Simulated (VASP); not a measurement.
# Cu (Fm-3m) in VASP: single point with PBEsol

Aim: the single point of Cu with PBEsol.

All numbers are computed with VASP 6.6.1; they aren't measurements. Logs are shortened: lines on timing, memory, paths and dates and some standing lists are left out, and cuts for length are marked.

## Step 1: The cell of the first run

It takes space group Fm-3m (No. 225, cubic). The conventional cell has a = 5.160 Å, b = 5.160 Å, c = 5.160 Å, α = 90.00°, β = 90.00°, γ = 90.00°. Cu (site symmetry m-3m) has 12 Cu at 3.65 Å within 4.8 Å.

## Step 2: Single point, PBEsol

Contents of INCAR:

```
SYSTEM = Cu
PREC = Accurate
ENCUT = 600
EDIFF = 1E-6
ISMEAR = -1
SIGMA = 0.3
LREAL = .FALSE.
LASPH = .TRUE.
NELM = 120
ALGO = Normal
ISIF = 2
LWAVE = .FALSE.
LCHARG = .FALSE.
GGA = PS
NBANDS = 12
GGA_COMPAT = .FALSE.
```

Contents of KPOINTS:

```
Automatic mesh
0
G
  8 8 8
  0 0 0
```

Contents of POSCAR:

```
Cu
1.0
    0.0000000000      2.5800300000      2.5800300000
    2.5800300000      0.0000000000      2.5800300000
    2.5800300000      2.5800300000      0.0000000000
Cu
1
Direct
    0.2500000000      0.2500000000      0.2500000000
```

Potentials or basis: VASP PAW PBE potentials, release 64 (Cu).

On the command line:

```sh
$ cat potpaw_PBE.64/Cu/POTCAR > POTCAR
$ mpirun -np 1 vasp_std > vasp.out
```

OUTCAR:

```text
SYSTEM = Cu
   PREC = Accurate
   ENCUT = 600
   EDIFF = 1E-6
   ISMEAR = -1
   LREAL = .FALSE.
   LASPH = .TRUE.
   NELM = 120
   ISIF = 2
   GGA = PS

 ion  position               nearest neighbor table
   1  0.250  0.250  0.250-

  LATTYP: Found a face centered cubic cell.
 ALAT       =     5.1600600000

  Lattice vectors:

 A1 = (   0.0000000000,   2.5800300000,   2.5800300000)
 A2 = (   2.5800300000,   0.0000000000,   2.5800300000)
 A3 = (   2.5800300000,   2.5800300000,   0.0000000000)

Analysis of symmetry for initial positions (statically):
=====================================================================
 Subroutine PRICEL returns:
 Original cell was already a primitive cell.

 Routine SETGRP: Setting up the symmetry group for a
 face centered cubic supercell.

 Subroutine GETGRP returns: Found 48 space group operations
 (whereof 24 operations were pure point group operations)
 out of a pool of 48 trial point group operations.

The static configuration has the point symmetry T_d .
 The point group associated with its full space group is O_h .

Analysis of symmetry for dynamics (positions and initial velocities):
=====================================================================
 Subroutine PRICEL returns:
 Original cell was already a primitive cell.

 Routine SETGRP: Setting up the symmetry group for a
 face centered cubic supercell.

 Subroutine GETGRP returns: Found 48 space group operations
 (whereof 24 operations were pure point group operations)
 out of a pool of 48 trial point group operations.

The dynamic configuration has the point symmetry T_d .
 The point group associated with its full space group is O_h .

 Subroutine INISYM returns: Found 48 space group operations
 (whereof 24 operations are pure point group operations),
 and found     1 'primitive' translations

----------------------------------------------------------------------------------------

                                     Primitive cell

  volume of cell :      34.3482

  direct lattice vectors                    reciprocal lattice vectors
     0.000000000  2.580030000  2.580030000    -0.193796196  0.193796196  0.193796196
     2.580030000  0.000000000  2.580030000     0.193796196 -0.193796196  0.193796196
     2.580030000  2.580030000  0.000000000     0.193796196  0.193796196 -0.193796196

  length of vectors
     3.648713417  3.648713417  3.648713417     0.335664858  0.335664858  0.335664858

  position of ions in fractional coordinates (direct lattice)
     0.250000000  0.250000000  0.250000000

  ion indices of the primitive-cell ions
   primitive index   ion index
                 1           1

----------------------------------------------------------------------------------------

 KPOINTS: Automatic mesh

Automatic generation of k-mesh.
 Grid dimensions read from file:
 generate k-points for:    8    8    8

 Generating k-lattice:

  Cartesian coordinates                     Fractional coordinates (reciprocal lattice)
    -0.024224525  0.024224525  0.024224525     0.125000000  0.000000000  0.000000000
     0.024224525 -0.024224525  0.024224525     0.000000000  0.125000000  0.000000000
     0.024224525  0.024224525 -0.024224525     0.000000000  0.000000000  0.125000000

  Length of vectors
     0.041958107  0.041958107  0.041958107

  Shift w.r.t. Gamma in fractional coordinates (k-lattice)
     0.000000000  0.000000000  0.000000000

 Subroutine IBZKPT returns following result:
 ===========================================

 Found     29 irreducible k-points:

 Following reciprocal coordinates:
            Coordinates               Weight
  0.000000  0.000000  0.000000      1.000000
  0.125000  0.000000  0.000000      8.000000
  0.250000  0.000000  0.000000      8.000000
  0.375000  0.000000  0.000000      8.000000
  0.500000  0.000000  0.000000      4.000000
  0.125000  0.125000  0.000000      6.000000
[... 16 lines left out ...]
  0.500000  0.250000  0.125000     48.000000
 -0.375000  0.250000  0.125000     24.000000
 [... further k-points ...]
   k-points           NKPTS =     29   k-points in BZ     NKDIM =     29   number of bands    NBANDS=     12
   number of dos      NEDOS =    301   number of ions     NIONS =      1
   total plane-waves  NPLWV =  27000
   dimension x,y,z NGX =    30 NGY =   30 NGZ =   30
   dimension x,y,z NGXF=    60 NGYF=   60 NGZF=   60
   ions per type =               1
   NGX,Y,Z   is equivalent  to a cutoff of  13.67, 13.67, 13.67 a.u.
   NGXF,Y,Z  is equivalent  to a cutoff of  27.34, 27.34, 27.34 a.u.
 SYSTEM =  Cu
   PREC   = accura    normal or accurate (medium, high low for compatibility)
   ISTART =      0    job   : 0-new  1-cont  2-samecut
   ICHARG =      2    charge: 1-file 2-atom 10-const
   ISPIN  =      1    spin polarized calculation?
   LNONCOLLINEAR =      F non collinear calculations
   LSORBIT =      F    spin-orbit coupling
   LASPH  =      T    aspherical Exc in radial PAW
   ENCUT  =  600.0 eV  44.10 Ry    6.64 a.u.   7.29  7.29  7.29*2*pi/ulx,y,z
   NELM   =    120;   NELMIN=  2; NELMDL= -5     # of ELM steps
   EDIFF  = 0.1E-05   stopping-criterion for ELM
   LREAL  =      F    real-space projection
   EDIFFG = 0.1E-04   stopping-criterion for IOM
   NSW    =      0    number of steps for IOM
   IBRION =     -1    ionic relax: 0-MD 1-quasi-New 2-CG
   NFREE  =      0    steps in history (QN), initial steepest desc. (CG)
   ISIF   =      2    stress and relaxation
   ISYM   =      2    0-nonsym 1-usesym 2-fastsym
   POTIM  = 0.5000    time-step for ionic-motion
   TEBEG  =    0.0;   TEEND  =   0.0 temperature during run
   PSTRESS=    0.0 pullay stress
   NELECT =      11.0000    total number of electrons
   NUPDOWN=      -1.0000    fix difference up-down
   EMIN   =  10.00;   EMAX   =-10.00  energy-range for DOS
   EFERMI =   0.00;   METHOD = LEGACY
   ISMEAR =    -1;   SIGMA  =   0.30  broadening in eV -4-tet -1-fermi 0-gaus
   EFERMI_NEDOS =   21; number of points for ismear=-14 and -15
   IALGO  =     38    algorithm
   IMIX   =      4    mixing-type and parameters
     AMIX     =   0.40;   BMIX     =  1.00
     AMIX_MAG =   1.60;   BMIX_MAG =  1.00
  volume/ion in A,a.u.               =      34.35       231.79
  Fermi-wavevector in a.u.,A,eV,Ry     =   1.120051  2.116589 17.068690  1.254513
  Thomas-Fermi vector in A             =   2.256694
   LORBIT       =      0    0 simple, 1 ext, 2 COOP (PROOUT), +10 PAW based schemes
   GGA     = PS    functional components
   LHFCALC =     F    Hartree Fock is set to
   AEXX    =    0.0000 exact exchange contribution
   IVDW    =     0    specifies the selected vdW correction
   LEPSILON=     F    determine dielectric tensor
   LRPA    =     F    only Hartree local field effects (RPA)
 non-spin polarized calculation
  energy-cutoff  :      600.00
  volume of cell :       34.35
 maximum number of plane-waves:      1162
 NGX is ok and might be reduce to    30
   NGX = 15   NGY = 15   NGZ = 15

 number of electron      10.9999999 magnetization

 Free energy of the ion-electron system (eV)
  ---------------------------------------------------
  ext. energy  EPLUGINS =         0.00000000
  ---------------------------------------------------
  free energy    TOTEN  =        -1.93066194 eV

  energy without entropy =       -1.64714799  energy(sigma->0) =       -1.78890497

 E-fermi :  -0.3526     XC(G=0):  -7.8171

 val. band max:       -0.4353371861   @ k =   0.5000   0.3750   0.1250
 cond. band min:      -0.1515522074   @ k =   0.5000   0.1250   0.0000
 fundamental gap:      0.2837849787
 Fermi energy:        -0.3525868478

 k-point     1 :       0.0000    0.0000    0.0000
  band No.  band energies     occupation
      1      -4.2476      2.00000
      2      -1.8771      1.98766
      3      -1.8770      1.98766
      4      -1.8770      1.98766
      5      -1.7351      1.98026
      6      -1.7351      1.98026
      7      11.3740      0.00000
      8      11.3740      0.00000
      9      11.3740      0.00000
     10      14.0784      0.00000
     11      14.5853      0.00000
     12      14.5853      0.00000

 k-point     2 :       0.1250    0.0000    0.0000
  band No.  band energies     occupation
      1      -3.9826      1.99999
      2      -1.8890      1.98813
      3      -1.8597      1.98692
      4      -1.8597      1.98692
      5      -1.7383      1.98047
      6      -1.7383      1.98047
      7       9.0034      0.00000
      8      10.9931      0.00000
      9      10.9931      0.00000
     10      13.1296      0.00000
     11      15.2623      0.00000
     12      15.2623      0.00000

 k-point     3 :       0.2500    0.0000    0.0000
  band No.  band energies     occupation
      1      -3.2266      1.99986
      2      -1.8743      1.98754
      3      -1.8467      1.98635
      4      -1.8467      1.98635
      5      -1.7158      1.97896
      6      -1.7158      1.97896
      7       5.7163      0.00000
      8      10.4020      0.00000
      9      10.4020      0.00000
     10      12.7189      0.00000
     11      14.8547      0.00000
     12      14.8547      0.00000
[... 286 lines left out ...]
 k-point    23 :       0.5000    0.2500    0.1250
  band No.  band energies     occupation
      1      -2.1134      1.99437
      2      -1.9111      1.98897
      3      -1.8927      1.98828
      4      -1.7651      1.98212
      5      -1.6655      1.97517
      6      -0.7845      1.61682
      7       3.4734      0.00001
      8       6.1913      0.00000
      9       7.9550      0.00000
     10      12.1888      0.00000
     11      14.1012      0.00000
     12      15.5216      0.00000

 k-point    24 :      -0.3750    0.2500    0.1250
  band No.  band energies     occupation
      1      -2.0817      1.99374
      2      -1.9327      1.98974
      3      -1.8032      1.98424
      4      -1.7872      1.98338
      5      -1.6411      1.97309
      6       0.5448      0.09563
      7       1.5570      0.00344
      8       6.2397      0.00000
      9       7.3817      0.00000
     10      12.1433      0.00000
     11      13.8633      0.00000
     12      17.7709      0.00000

 [... further k-points ...]

------------------------ aborting loop because EDIFF is reached ----------------------------------------

  FORCE on cell =-STRESS in cart. coord.  units (eV):
  Direction    XX          YY          ZZ          XY          YZ          ZX
  --------------------------------------------------------------------------------------
  -------------------------------------------------------------------------------------
  Total       -2.2257737     -2.2257737     -2.2257737      0.0000000      0.0000000      0.0000000
  in kB     -103.8215085   -103.8215085   -103.8215085      0.0000000      0.0000000      0.0000000
  external PRESSURE =    -103.8215085 kB  Pullay stress =       0.0000000 kB

 VOLUME and BASIS-vectors are now :
 -----------------------------------------------------------------------------
  energy-cutoff  :      600.00
  volume of cell :       34.35
      direct lattice vectors                 reciprocal lattice vectors
     0.000000000  2.580030000  2.580030000    -0.193796196  0.193796196  0.193796196
     2.580030000  0.000000000  2.580030000     0.193796196 -0.193796196  0.193796196
     2.580030000  2.580030000  0.000000000     0.193796196  0.193796196 -0.193796196

 POSITION                                       TOTAL-FORCE (eV/Angst)
 -----------------------------------------------------------------------------------
      1.29001      1.29001      1.29001        -0.000000      0.000000     -0.000000
 -----------------------------------------------------------------------------------
    total drift:                                0.000000      0.000000      0.000000

  FREE ENERGIE OF THE ION-ELECTRON SYSTEM (eV)
  ---------------------------------------------------
  free  energy   TOTEN  =        -1.9306619427 eV

  energy  without entropy=       -1.6471479895  energy(sigma->0) =       -1.78890497
```

Run time: 39 s. Hardware: 1 thread of AMD EPYC 7R13, shared host; peak memory 0.14 GiB.

What came out:

| Property | Result |
| --- | --- |
| Free energy | -1.9307 eV |
| Pressure | -10.4 GPa |

Levels at points of the mesh, in eV from the Fermi level:
| k point | band 3 | band 4 | band 5 | band 6 | band 7 | band 8 | band 9 | band 10 |
| --- | --- | --- | --- | --- | --- | --- | --- | --- |
| (0.00, 0.00, 0.00) | -1.52 | -1.52 | -1.38 | -1.38 | 11.73 | 11.73 | 11.73 | 14.43 |
| (0.50, 0.00, 0.00) | -1.52 | -1.28 | -1.28 | 0.45 | 1.02 | 10.23 | 10.23 | 13.43 |
| (0.50, 0.50, 0.00) | -1.28 | -1.25 | -1.25 | 1.87 | 2.01 | 6.99 | 6.99 | 9.19 |

Caveat: the PAW data sets were made with another functional, which shifts forces and pressure a little.
